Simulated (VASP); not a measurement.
# SiC in VASP: notebook, part 2 of 2

VASP 6.6.1. Earlier steps stand in the parts before.

## Step 3: Single point, PBE

INCAR

```
PREC = Accurate ; ENCUT = 520
EDIFF = 1E-7 ; ISMEAR = 0
SIGMA = 0.05 ; LREAL = Auto
LASPH = True ; NELM = 60
ALGO = Normal ; ISIF = 2
LWAVE = False ; LCHARG = True
LDIPOL = True ; IDIPOL = 3
DIPOL = 0.5 0.5 0.500 ; GGA = PE
LELF = True ; LVHAR = True
LVACPOTAV = True ; NBANDS = 46
```

KPOINTS

```
Automatic mesh
0
Gamma
  9 6 1
```

POSCAR

```
SiC
1.0
    3.0969339126      0.0000000000      0.0000000000
    0.0000000000      4.3797259410      0.0000000000
    0.0000000000      0.0000000000     25.8392686942
Si C
8 8
Direct
    0.0000000000      0.2939971310      0.2999668935
    0.5000000000      0.7444311837      0.3480804940
    0.0000000000      0.2473075502      0.4105339396
    0.5000000000      0.7449349928      0.4698836749
    0.0000000000      0.2449347507      0.5301163049
    0.5000000000      0.7473070108      0.5894660286
    0.0000000000      0.2444302342      0.6519195100
    0.5000000000      0.7939957508      0.7000331108
    0.5000000000      0.4883834721      0.2906045711
    0.0000000000     -0.0113891743      0.3495666604
    0.5000000000      0.4974394425      0.4099789758
    0.0000000000     -0.0051015742      0.4699831030
    0.5000000000      0.4948980652      0.5300169079
    0.0000000000     -0.0025610286      0.5900210220
    0.5000000000      0.4886098037      0.6504333352
    0.0000000000     -0.0116176108      0.7093954682
```

Potentials or basis: VASP PAW PBE potentials, release 64 (Si, C).

Command:

```
$ cat potpaw_PBE.64/Si/POTCAR potpaw_PBE.64/C/POTCAR > POTCAR
$ mpirun -np 1 vasp_std > vasp.out
```

OUTCAR:

```text
PREC = Accurate
   ENCUT = 520
   EDIFF = 1E-7
   ISMEAR = 0
   LREAL = Auto
   LASPH = True
   NELM = 60
   ISIF = 2
   GGA = PE

 ion  position               nearest neighbor table
   1  0.000  0.294  0.300-   9 1.78   9 1.78  10 1.85   2 2.80   2 2.80   3 2.86   2 3.12   2 3.12

   2  0.500  0.744  0.348-   9 1.86  10 1.88  10 1.88  11 1.93   1 2.80   1 2.80   1 3.12   1 3.12
                             3 3.12   3 3.12   3 3.14   3 3.14   4 3.15
   3  0.000  0.247  0.411-  12 1.89  11 1.90  11 1.90  10 1.94   1 2.86   4 3.08   4 3.08   5 3.09
                             4 3.10   4 3.10   2 3.12   2 3.12   2 3.14   2 3.14
   4  0.500  0.745  0.470-  11 1.89  12 1.90  12 1.90  13 1.90   3 3.08   3 3.08   6 3.09   3 3.10
                             3 3.10   5 3.10   5 3.10   5 3.10   5 3.10   2 3.15
   5  0.000  0.245  0.530-  14 1.89  13 1.90  13 1.90  12 1.90   6 3.08   6 3.08   3 3.09   6 3.10
                             6 3.10   4 3.10   4 3.10   4 3.10   4 3.10   7 3.15
   6  0.500  0.747  0.589-  13 1.89  14 1.90  14 1.90  15 1.94   8 2.86   5 3.08   5 3.08   4 3.09
                             5 3.10   5 3.10   7 3.12   7 3.12   7 3.14   7 3.14
   7  0.000  0.244  0.652-  16 1.86  15 1.88  15 1.88  14 1.93   8 2.80   8 2.80   8 3.12   8 3.12
                             6 3.12   6 3.12   6 3.14   6 3.14   5 3.15
   8  0.500  0.794  0.700-  16 1.78  16 1.78  15 1.85   7 2.80   7 2.80   6 2.86   7 3.12   7 3.12

   9  0.500  0.488  0.291-   1 1.78   1 1.78   2 1.86
  10  0.000  0.989  0.350-   1 1.85   2 1.88   2 1.88   3 1.94
  11  0.500  0.497  0.410-   4 1.89   3 1.90   3 1.90   2 1.93
  12  0.000  0.995  0.470-   3 1.89   4 1.90   4 1.90   5 1.90
  13  0.500  0.495  0.530-   6 1.89   5 1.90   5 1.90   4 1.90
  14  0.000  0.997  0.590-   5 1.89   6 1.90   6 1.90   7 1.93
  15  0.500  0.489  0.650-   8 1.85   7 1.88   7 1.88   6 1.94
  16  0.000  0.988  0.709-   8 1.78   8 1.78   7 1.86

  LATTYP: Found a simple orthorhombic cell.
 ALAT       =     3.0969339126
 B/A-ratio  =     1.4142135624
 C/A-ratio  =     8.3435001919

  Lattice vectors:

 A1 = (   3.0969339126,   0.0000000000,   0.0000000000)
 A2 = (   0.0000000000,   4.3797259410,   0.0000000000)
 A3 = (   0.0000000000,   0.0000000000,  25.8392686942)

Analysis of symmetry for initial positions (statically):
[... 185 lines left out ...]
 maximum number of plane-waves:      9504
 NGX is ok and might be reduce to    24
   NGX = 11   NGY = 17   NGZ = 97

 number of electron      63.9999993 magnetization

 dipolmoment           0.000000      0.000000      0.000004 electrons x Angstroem

 Free energy of the ion-electron system (eV)
  ---------------------------------------------------
  ext. energy  EPLUGINS =         0.00000000
  ---------------------------------------------------
  free energy    TOTEN  =      -115.56769586 eV

  energy without entropy =     -115.56769586  energy(sigma->0) =     -115.56769586

 E-fermi :   1.3514     XC(G=0):  -6.0457

 val. band max:        1.1365550850   @ k =   0.4444   0.5000   0.0000
 cond. band min:       1.6504896006   @ k =   0.4444   0.0000   0.0000
 fundamental gap:      0.5139345156
 Fermi energy:         1.3514284922

 k-point     1 :       0.0000    0.0000    0.0000
  band No.  band energies     occupation
      1     -14.5177      2.00000
      2     -14.0928      2.00000
      3     -13.3097      2.00000
      4     -12.1221      2.00000
      5     -10.8170      2.00000
      6      -9.9403      2.00000
[... 929 lines left out ...]
     43       7.6387      0.00000
     44       7.6387      0.00000
 [bands above 44 left out]

------------------------ aborting loop because EDIFF is reached ----------------------------------------

  FORCE on cell =-STRESS in cart. coord.  units (eV):
  Direction    XX          YY          ZZ          XY          YZ          ZX
  --------------------------------------------------------------------------------------
  -------------------------------------------------------------------------------------
  Total        0.9850799      1.7952154     -0.0779205      0.0000000      0.0000000      0.0000000
  in kB        4.5032179      8.2066904     -0.3562077      0.0000000      0.0000000      0.0000000
  external PRESSURE =       4.1179002 kB  Pullay stress =       0.0000000 kB

 VOLUME and BASIS-vectors are now :
 -----------------------------------------------------------------------------
  energy-cutoff  :      520.00
  volume of cell :      350.48
      direct lattice vectors                 reciprocal lattice vectors
     3.096933913  0.000000000  0.000000000     0.322900013  0.000000000  0.000000000
     0.000000000  4.379725941  0.000000000     0.000000000  0.228324789  0.000000000
     0.000000000  0.000000000 25.839268694     0.000000000  0.000000000  0.038700786

 POSITION                                       TOTAL-FORCE (eV/Angst)
 -----------------------------------------------------------------------------------
      0.00000      1.28763      7.75093         0.000000      0.007946      0.009370
      1.54847      3.26040      8.99415         0.000000      0.000536      0.001584
      0.00000      1.08314     10.60790         0.000000      0.003964      0.001835
      1.54847      3.26261     12.14145         0.000000      0.003764     -0.002067
      0.00000      1.07275     13.69782         0.000000      0.003764      0.002067
      1.54847      3.27300     15.23137         0.000000      0.003964     -0.001835
[... 8 lines left out ...]
      1.54847      2.13998     16.80672         0.000000     -0.010517      0.011841
      0.00000      4.32884     18.33026         0.000000     -0.002054      0.004464
 -----------------------------------------------------------------------------------
    total drift:                                0.000000      0.002271     -0.000329

  FREE ENERGIE OF THE ION-ELECTRON SYSTEM (eV)
  ---------------------------------------------------
  free  energy   TOTEN  =      -115.5676958628 eV

  energy  without entropy=     -115.5676958628  energy(sigma->0) =     -115.56769586

 vacuum level on the upper side and lower side of the slab         6.660         6.660
```

stdout:

```text
POSCAR found type information on POSCAR SiC
 POSCAR found :  2 types and      16 ions
 scaLAPACK will be used
 LDA part: xc-table for (Slater+PW92), standard interpolation
 POSCAR, INCAR and KPOINTS ok, starting setup
 FFT: planning ... GRIDC
 FFT: planning ... GRID_SOFT
 FFT: planning ... GRID
 WAVECAR not read
 entering main loop
 -----------------------------------------------------------------------------
|                                                                             |
|           W    W    AA    RRRRR   N    N  II  N    N   GGGG   !!!           |
|           W    W   A  A   R    R  NN   N  II  NN   N  G    G  !!!           |
|           W    W  A    A  R    R  N N  N  II  N N  N  G       !!!           |
|           W WW W  AAAAAA  RRRRR   N  N N  II  N  N N  G  GGG   !            |
|           WW  WW  A    A  R   R   N   NN  II  N   NN  G    G                |
|           W    W  A    A  R    R  N    N  II  N    N   GGGG   !!!           |
|                                                                             |
|     Did not find any points to average over, which means that no vacuum     |
|     field-free region was found. Please increase the size of  your cell     |
|     in the dimension of the dipole correction to obtain accurate            |
|     workfunction values.                                                    |
|                                                                             |
 -----------------------------------------------------------------------------
```

Wall time 15 min (1 thread of Intel Xeon 8259CL, shared host); peak memory 0.5 GiB.

Results:

| Quantity | Value |
| --- | --- |
| Free energy | -115.5677 eV |
| Largest force | 0.016 eV/Å |
| Band gap on the k mesh | 0.51 eV (least direct gap 0.88 eV) |

Forces on the atoms (eV/Å):
```
Si   0.000  0.008  0.009
Si   0.000  0.001  0.002
Si   0.000  0.004  0.002
Si   0.000  0.004 -0.002
Si   0.000  0.004  0.002
Si   0.000  0.004 -0.002
Si   0.000  0.001 -0.002
Si   0.000  0.008 -0.009
C    0.000 -0.002 -0.004
C    0.000 -0.011 -0.012
C    0.000  0.000 -0.007
C    0.000 -0.004  0.006
C    0.000 -0.004 -0.006
C    0.000  0.000  0.007
C    0.000 -0.011  0.012
C    0.000 -0.002  0.004
```

Levels at points of the mesh, in eV from the valence-band top:
```csv
k point,band 28,band 29,band 30,band 31,band 32,band 33,band 34,band 35,band 36,band 37
"(0.00, 0.00, 0.00)",-1.07,-0.72,-0.55,-0.44,-0.26,1.35,2.04,2.91,3.02,3.09
"(0.00, 0.50, 0.00)",-1.76,-1.66,-1.66,-0.45,-0.45,2.30,2.30,3.86,3.86,4.48
```

Caveat: semilocal functionals underestimate gaps, and a narrow one can read as zero.
